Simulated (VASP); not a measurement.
# Al (Fm-3m) in VASP: a series of runs

Runs on Al. Level: LDA. Tasks: single point, relaxation of cell and atoms.

Everything below comes from runs of VASP 6.6.1. Logs are shortened: lines on timing, memory, paths and dates and some standing lists are left out, and cuts for length are marked.

### 1 The cell of the first run

The structure is cubic, space group Fm-3m (No. 225). Conventional cell: a = 3.984 Å, b = 3.984 Å, c = 3.984 Å, α = 90.00°, β = 90.00°, γ = 90.00°. Within 3.7 Å of Al (site symmetry m-3m) lie 12 Al at 2.82 Å.

### 2 Single point, LDA

Contents of INCAR:

```
  PREC = Accurate
  ENCUT = 520
  EDIFF = 1E-6
  ISMEAR = -1
  SIGMA = 0.05
  LREAL = F
  LASPH = T
  NELM = 80
  ALGO = Normal
  ISIF = 2
  LWAVE = F
  LCHARG = F
  GGA = CA
  NBANDS = 8
```

Contents of KPOINTS:

```
Automatic mesh
0
Gamma
  18 18 18
```

Contents of POSCAR:

```
Al
1.0
    0.0000000000      1.9917790140      1.9917790140
    1.9917790140      0.0000000000      1.9917790140
    1.9917790140      1.9917790140      0.0000000000
Al
1
Direct
    0.0000000000      0.0000000000      0.0000000000
```

Potentials or basis: VASP PAW LDA potentials, release 64 (Al).

Command:

```bash
> cat potpaw_LDA.64/Al/POTCAR > POTCAR
> mpirun -np 1 vasp_std > vasp.out
```

OUTCAR:

```text
PREC = Accurate
   ENCUT = 520
   EDIFF = 1E-6
   ISMEAR = -1
   LREAL = F
   LASPH = T
   NELM = 80
   ISIF = 2
   GGA = CA

 ion  position               nearest neighbor table
   1  0.000  0.000  0.000-

  LATTYP: Found a face centered cubic cell.
 ALAT       =     3.9835580280

  Lattice vectors:

 A1 = (   0.0000000000,   1.9917790140,   1.9917790140)
 A2 = (   1.9917790140,   0.0000000000,   1.9917790140)
 A3 = (   1.9917790140,   1.9917790140,   0.0000000000)

Analysis of symmetry for initial positions (statically):
=====================================================================
 Subroutine PRICEL returns:
 Original cell was already a primitive cell.

 Routine SETGRP: Setting up the symmetry group for a
 face centered cubic supercell.

 Subroutine GETGRP returns: Found 48 space group operations
 (whereof 48 operations were pure point group operations)
 out of a pool of 48 trial point group operations.

The static configuration has the point symmetry O_h .

Analysis of symmetry for dynamics (positions and initial velocities):
=====================================================================
 Subroutine PRICEL returns:
 Original cell was already a primitive cell.

 Routine SETGRP: Setting up the symmetry group for a
 face centered cubic supercell.

 Subroutine GETGRP returns: Found 48 space group operations
 (whereof 48 operations were pure point group operations)
 out of a pool of 48 trial point group operations.

The dynamic configuration has the point symmetry O_h .

 Subroutine INISYM returns: Found 48 space group operations
 (whereof 48 operations are pure point group operations),
 and found     1 'primitive' translations

----------------------------------------------------------------------------------------

                                     Primitive cell

  volume of cell :      15.8035

  direct lattice vectors                    reciprocal lattice vectors
     0.000000000  1.991779014  1.991779014    -0.251031865  0.251031865  0.251031865
     1.991779014  0.000000000  1.991779014     0.251031865 -0.251031865  0.251031865
     1.991779014  1.991779014  0.000000000     0.251031865  0.251031865 -0.251031865

  length of vectors
     2.816800895  2.816800895  2.816800895     0.434799944  0.434799944  0.434799944

  position of ions in fractional coordinates (direct lattice)
     0.000000000  0.000000000  0.000000000

  ion indices of the primitive-cell ions
   primitive index   ion index
                 1           1

----------------------------------------------------------------------------------------

 KPOINTS: Automatic mesh

Automatic generation of k-mesh.
 Grid dimensions read from file:
 generate k-points for:   18   18   18

 Generating k-lattice:

  Cartesian coordinates                     Fractional coordinates (reciprocal lattice)
    -0.013946215  0.013946215  0.013946215     0.055555556  0.000000000  0.000000000
     0.013946215 -0.013946215  0.013946215     0.000000000  0.055555556  0.000000000
     0.013946215  0.013946215 -0.013946215     0.000000000  0.000000000  0.055555556

  Length of vectors
     0.024155552  0.024155552  0.024155552

  Shift w.r.t. Gamma in fractional coordinates (k-lattice)
     0.000000000  0.000000000  0.000000000

 Subroutine IBZKPT returns following result:
 ===========================================

 Found    195 irreducible k-points:

 Following reciprocal coordinates:
            Coordinates               Weight
  0.000000  0.000000  0.000000      1.000000
  0.055556  0.000000  0.000000      8.000000
  0.111111  0.000000  0.000000      8.000000
  0.166667  0.000000  0.000000      8.000000
  0.222222  0.000000  0.000000      8.000000
  0.277778  0.000000  0.000000      8.000000
[... 16 lines left out ...]
 -0.277778  0.055556  0.000000     24.000000
 -0.222222  0.055556  0.000000     24.000000
 [... further k-points ...]
   k-points           NKPTS =    195   k-points in BZ     NKDIM =    195   number of bands    NBANDS=      8
   number of dos      NEDOS =    301   number of ions     NIONS =      1
   total plane-waves  NPLWV =  13824
   dimension x,y,z NGX =    24 NGY =   24 NGZ =   24
   dimension x,y,z NGXF=    48 NGYF=   48 NGZF=   48
   ions per type =               1
   NGX,Y,Z   is equivalent  to a cutoff of  14.16, 14.16, 14.16 a.u.
   NGXF,Y,Z  is equivalent  to a cutoff of  28.33, 28.33, 28.33 a.u.
 SYSTEM =  unknown system
   PREC   = accura    normal or accurate (medium, high low for compatibility)
   ISTART =      0    job   : 0-new  1-cont  2-samecut
   ICHARG =      2    charge: 1-file 2-atom 10-const
   ISPIN  =      1    spin polarized calculation?
   LNONCOLLINEAR =      F non collinear calculations
   LSORBIT =      F    spin-orbit coupling
   LASPH  =      T    aspherical Exc in radial PAW
   ENCUT  =  520.0 eV  38.22 Ry    6.18 a.u.   5.24  5.24  5.24*2*pi/ulx,y,z
   NELM   =     80;   NELMIN=  2; NELMDL= -5     # of ELM steps
   EDIFF  = 0.1E-05   stopping-criterion for ELM
   LREAL  =      F    real-space projection
   EDIFFG = 0.1E-04   stopping-criterion for IOM
   NSW    =      0    number of steps for IOM
   IBRION =     -1    ionic relax: 0-MD 1-quasi-New 2-CG
   NFREE  =      0    steps in history (QN), initial steepest desc. (CG)
   ISIF   =      2    stress and relaxation
   ISYM   =      2    0-nonsym 1-usesym 2-fastsym
   POTIM  = 0.5000    time-step for ionic-motion
   TEBEG  =    0.0;   TEEND  =   0.0 temperature during run
   PSTRESS=    0.0 pullay stress
   NELECT =       3.0000    total number of electrons
   NUPDOWN=      -1.0000    fix difference up-down
   EMIN   =  10.00;   EMAX   =-10.00  energy-range for DOS
   EFERMI =   0.00;   METHOD = LEGACY
   ISMEAR =    -1;   SIGMA  =   0.05  broadening in eV -4-tet -1-fermi 0-gaus
   EFERMI_NEDOS =   21; number of points for ismear=-14 and -15
   IALGO  =     38    algorithm
   IMIX   =      4    mixing-type and parameters
     AMIX     =   0.40;   BMIX     =  1.00
     AMIX_MAG =   1.60;   BMIX_MAG =  1.00
  volume/ion in A,a.u.               =      15.80       106.65
  Fermi-wavevector in a.u.,A,eV,Ry     =   0.940872  1.777991 12.044435  0.885241
  Thomas-Fermi vector in A             =   2.068327
   LORBIT       =      0    0 simple, 1 ext, 2 COOP (PROOUT), +10 PAW based schemes
   GGA     = CA    functional components
   LHFCALC =     F    Hartree Fock is set to
   AEXX    =    0.0000 exact exchange contribution
   IVDW    =     0    specifies the selected vdW correction
   LEPSILON=     F    determine dielectric tensor
   LRPA    =     F    only Hartree local field effects (RPA)
 non-spin polarized calculation
  energy-cutoff  :      520.00
  volume of cell :       15.80
 maximum number of plane-waves:       444
 NGX is ok and might be reduce to    24
   NGX = 11   NGY = 11   NGZ = 11

 number of electron       3.0000000 magnetization

 Free energy of the ion-electron system (eV)
  ---------------------------------------------------
  ext. energy  EPLUGINS =         0.00000000
  ---------------------------------------------------
  free energy    TOTEN  =        -4.19097373 eV

  energy without entropy =       -4.18667793  energy(sigma->0) =       -4.18882583

 E-fermi :   8.2369     XC(G=0): -10.5042

 val. band max:        8.2194571651   @ k =  -0.2778   0.2778   0.0556
 cond. band min:       8.2445467172   @ k =  -0.4444   0.3333   0.1111
 fundamental gap:      0.0250895521
 Fermi energy:         8.2368757153

 k-point     1 :       0.0000    0.0000    0.0000
  band No.  band energies     occupation
      1      -3.1542      2.00000
      2      21.0527      0.00000
      3      21.0527      0.00000
      4      21.0527      0.00000
      5      22.7083      0.00000
      6      22.7083      0.00000
      7      22.7083      0.00000
      8      25.1751      0.00000

 k-point     2 :       0.0556    0.0000    0.0000
  band No.  band energies     occupation
      1      -3.0681      2.00000
      2      19.5498      0.00000
      3      20.7588      0.00000
      4      20.7588      0.00000
      5      23.1353      0.00000
      6      23.1353      0.00000
      7      23.2800      0.00000
      8      26.0522      0.00000

 k-point     3 :       0.1111    0.0000    0.0000
  band No.  band energies     occupation
      1      -2.8101      2.00000
      2      17.2979      0.00000
      3      20.2580      0.00000
      4      20.2580      0.00000
      5      23.3639      0.00000
      6      24.0043      0.00000
      7      24.0043      0.00000
      8      26.4605      0.00000

 k-point     4 :       0.1667    0.0000    0.0000
  band No.  band energies     occupation
      1      -2.3811      2.00000
      2      15.0213      0.00000
      3      19.8148      0.00000
      4      19.8148      0.00000
      5      23.2088      0.00000
      6      24.5956      0.00000
      7      24.5956      0.00000
      8      25.8307      0.00000

 k-point     5 :       0.2222    0.0000    0.0000
  band No.  band energies     occupation
      1      -1.7827      2.00000
      2      12.8185      0.00000
      3      19.4876      0.00000
      4      19.4876      0.00000
      5      23.0409      0.00000
      6      23.7930      0.00000
      7      23.7930      0.00000
      8      26.8010      0.00000

 k-point     6 :       0.2778    0.0000    0.0000
  band No.  band energies     occupation
      1      -1.0174      2.00000
      2      10.7231      0.00000
      3      19.2922      0.00000
      4      19.2922      0.00000
      5      22.7848      0.00000
      6      22.7848      0.00000
      7      22.9439      0.00000
      8      27.0000      0.00000

 k-point     7 :       0.3333    0.0000    0.0000
  band No.  band energies     occupation
      1      -0.0878      2.00000
      2       8.7514      0.00007
      3      19.2347      0.00000
      4      19.2347      0.00000
      5      21.8669      0.00000
      6      21.8669      0.00000
      7      22.9600      0.00000
      8      26.0446      0.00000

 k-point     8 :       0.3889    0.0000    0.0000
  band No.  band energies     occupation
      1       1.0026      2.00000
      2       6.9136      2.00000
      3      19.3177      0.00000
      4      19.3177      0.00000
      5      21.0763      0.00000
      6      21.0763      0.00000
      7      23.1113      0.00000
      8      25.1902      0.00000

 k-point     9 :       0.4444    0.0000    0.0000
  band No.  band energies     occupation
      1       2.2489      2.00000
      2       5.2179      2.00000
      3      19.5424      0.00000
      4      19.5424      0.00000
      5      20.4240      0.00000
      6      20.4240      0.00000
      7      23.4072      0.00000
      8      24.4606      0.00000

 k-point    10 :       0.5000    0.0000    0.0000
  band No.  band energies     occupation
      1       3.5240      2.00000
      2       3.7928      2.00000
      3      19.8792      0.00000
      4      19.8792      0.00000
      5      19.9442      0.00000
      6      19.9442      0.00000
      7      23.7852      0.00000
      8      23.9361      0.00000
[... 78 lines left out ...]
 k-point    18 :       0.4444    0.0556    0.0000
  band No.  band energies     occupation
      1       1.8903      2.00000
      2       5.8379      2.00000
      3      18.3412      0.00000
      4      18.9396      0.00000
      5      19.8005      0.00000
      6      21.8642      0.00000
      7      24.2373      0.00000
      8      25.2883      0.00000

 k-point    19 :       0.5000    0.0556    0.0000
  band No.  band energies     occupation
      1       3.2281      2.00000
      2       4.2506      2.00000
      3      18.3739      0.00000
      4      18.6616      0.00000
      5      20.1318      0.00000
      6      21.3088      0.00000
      7      24.5667      0.00000
      8      24.7165      0.00000

 k-point    20 :      -0.4444    0.0556    0.0000
  band No.  band energies     occupation
      1       2.7697      2.00000
      2       4.7588      2.00000
      3      17.9513      0.00000
      4      19.1267      0.00000
      5      20.6112      0.00000
      6      20.8936      0.00000
      7      24.1657      0.00000
      8      25.1540      0.00000

 k-point    21 :      -0.3889    0.0556    0.0000
  band No.  band energies     occupation
      1       1.4750      2.00000
      2       6.4024      2.00000
      3      17.6752      0.00000
      4      19.7358      0.00000
      5      20.6198      0.00000
      6      21.2337      0.00000
      7      23.8256      0.00000
      8      25.8078      0.00000

 k-point    22 :      -0.3333    0.0556    0.0000
  band No.  band energies     occupation
      1       0.3326      2.00000
      2       8.1916      1.42392
      3      17.5461      0.00000
      4      20.4486      0.00000
      5      20.5253      0.00000
      6      21.9932      0.00000
      7      23.6281      0.00000
      8      26.5750      0.00000

 k-point    23 :      -0.2778    0.0556    0.0000
  band No.  band energies     occupation
      1      -0.6504      2.00000
      2      10.1160      0.00000
      3      17.5638      0.00000
      4      20.4854      0.00000
      5      21.3819      0.00000
      6      22.8735      0.00000
      7      23.5725      0.00000
      8      27.3798      0.00000

 k-point    24 :      -0.2222    0.0556    0.0000
  band No.  band energies     occupation
      1      -1.4704      2.00000
      2      12.1650      0.00000
      3      17.7278      0.00000
      4      20.6217      0.00000
      5      22.3911      0.00000
      6      23.5558      0.00000
      7      23.9371      0.00000
      8      26.1657      0.00000

 [... further k-points ...]
[... 5 lines left out ...]
  --------------------------------------------------------------------------------------
  -------------------------------------------------------------------------------------
  Total        0.0069624      0.0069624      0.0069624      0.0000000     -0.0000000     -0.0000000
  in kB        0.7058514      0.7058514      0.7058514      0.0000000     -0.0000000     -0.0000000
  external PRESSURE =       0.7058514 kB  Pullay stress =       0.0000000 kB

 VOLUME and BASIS-vectors are now :
 -----------------------------------------------------------------------------
  energy-cutoff  :      520.00
  volume of cell :       15.80
      direct lattice vectors                 reciprocal lattice vectors
     0.000000000  1.991779014  1.991779014    -0.251031865  0.251031865  0.251031865
     1.991779014  0.000000000  1.991779014     0.251031865 -0.251031865  0.251031865
     1.991779014  1.991779014  0.000000000     0.251031865  0.251031865 -0.251031865

 POSITION                                       TOTAL-FORCE (eV/Angst)
 -----------------------------------------------------------------------------------
      0.00000      0.00000      0.00000         0.000000      0.000000     -0.000000
 -----------------------------------------------------------------------------------
    total drift:                               -0.000000      0.000000     -0.000000

  FREE ENERGIE OF THE ION-ELECTRON SYSTEM (eV)
  ---------------------------------------------------
  free  energy   TOTEN  =        -4.1909737251 eV

  energy  without entropy=       -4.1866779349  energy(sigma->0) =       -4.18882583
```

Run time: 9.4 s. Hardware: 1 thread of Intel Xeon Platinum 8488C (Sapphire Rapids), shared host; peak memory 0.13 GiB.

What came out:

| Property | Result |
| --- | --- |
| Free energy | -4.1910 eV |
| Pressure | 0.1 GPa |

### 3 Relaxation of cell and atoms, LDA

This run uses another cell than the first one, of 16.61 Å³/atom, 1.051 times its volume.

Contents of INCAR:

```
  PREC = Accurate
  ENCUT = 600
  EDIFF = 1E-6
  ISMEAR = -1
  SIGMA = 0.05
  LREAL = F
  LASPH = T
  NELM = 100
  ALGO = Normal
  ISIF = 3
  LWAVE = F
  LCHARG = F
  GGA = CA
  IBRION = 2
  NSW = 60
  EDIFFG = -0.005
```

KPOINTS is that of step 2.

Contents of POSCAR:

```
Al
1.0
    0.0000000000      2.0251003354      2.0251003354
    2.0251003354      0.0000000000      2.0251003354
    2.0251003354      2.0251003354      0.0000000000
Al
1
Direct
    0.0000000000      0.0000000000      0.0000000000
```

Potentials or basis: VASP PAW LDA potentials, release 64 (Al).

Command:

```bash
> cat potpaw_LDA.64/Al/POTCAR > POTCAR
> mpirun -np 1 vasp_std > vasp.out
```

Run time: 13 s. Hardware: 1 thread of Intel Xeon Platinum 8488C (Sapphire Rapids), shared host; peak memory 0.13 GiB.

The run converged. Its results:

```
Free energy                            : -4.1910 eV
Relaxed volume                         : 15.82 Å³/atom
Relaxed cell                           : a = 2.818 Å, b = 2.818 Å, c = 2.818 Å, α = 60.00°, β = 60.00°, γ = 60.00°
Space group after relaxing (to 0.05 Å) : Fm-3m (No. 225)
Energy gained by relaxing              : 9.4 meV/atom
Ionic steps                            : 3
Pressure after relaxing                : 0.0 GPa
```

The path:
```
step  energy change (eV)  largest force (eV/Å)  pressure (GPa)  volume (Å³)
   1              0.0000                0.0000           -3.64        16.61
   2             -0.0092                0.0000            0.52        15.72
   3             -0.0094                0.0000            0.00        15.82
```

Final structure:
```
Al
1.0
     0.00000    1.99234    1.99234
     1.99234    0.00000    1.99234
     1.99234    1.99234    0.00000
Al
1
Direct
  0.00000 0.00000 0.00000
```

Levels at points of the mesh, in eV from the Fermi level:
```csv
k point,band 1,band 2,band 3,band 4,band 5
"(0.00, 0.00, 0.00)",-11.39,12.81,12.81,12.81,14.46
"(0.50, 0.00, 0.00)",-4.71,-4.44,11.64,11.64,11.70
"(0.50, 0.50, 0.00)",-2.99,-1.61,5.31,5.74,5.74
```

(Continued in part 2 of 2.)
